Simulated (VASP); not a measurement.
Here is a VASP 6.6.1 calculation.

The input INCAR:

```
PREC = Accurate ; ENCUT = 520
EDIFF = 1E-7 ; ISMEAR = 1
SIGMA = 0.1 ; LREAL = F
LASPH = T ; NELM = 80
ALGO = Normal ; ISIF = 2
LWAVE = F ; LCHARG = F
GGA = B5 ; ALDAX = 1.0
AGGAX = 1.0 ; AGGAC = 1.0
ALDAC = 0.0 ; NBANDS = 12
```

KPOINTS

```
regular mesh
0
Gamma
  12 12 12
```

File POSCAR:

```
Ti
1.0
   -1.6410000000      1.6410000000      1.6410000000
    1.6410000000     -1.6410000000      1.6410000000
    1.6410000000      1.6410000000     -1.6410000000
Ti
1
Direct
    0.0000000000      0.0000000000      0.0000000000
```

Potentials or basis: VASP PAW PBE potentials, release 64 (Ti_sv).

Command:

```sh
$ cat potpaw_PBE.64/Ti_sv/POTCAR > POTCAR
$ mpirun -np 1 vasp_std > vasp.out
```

Question: Predict the pressure.

Answer: -0.5 GPa.

Question: Estimate the band gap on the k mesh.

Answer: Zero (band 6 reaches 9.27 eV, above the bottom of band 7 at 7.80 eV).

Caveat: the PAW data sets were made with another functional, which shifts forces and pressure a little.
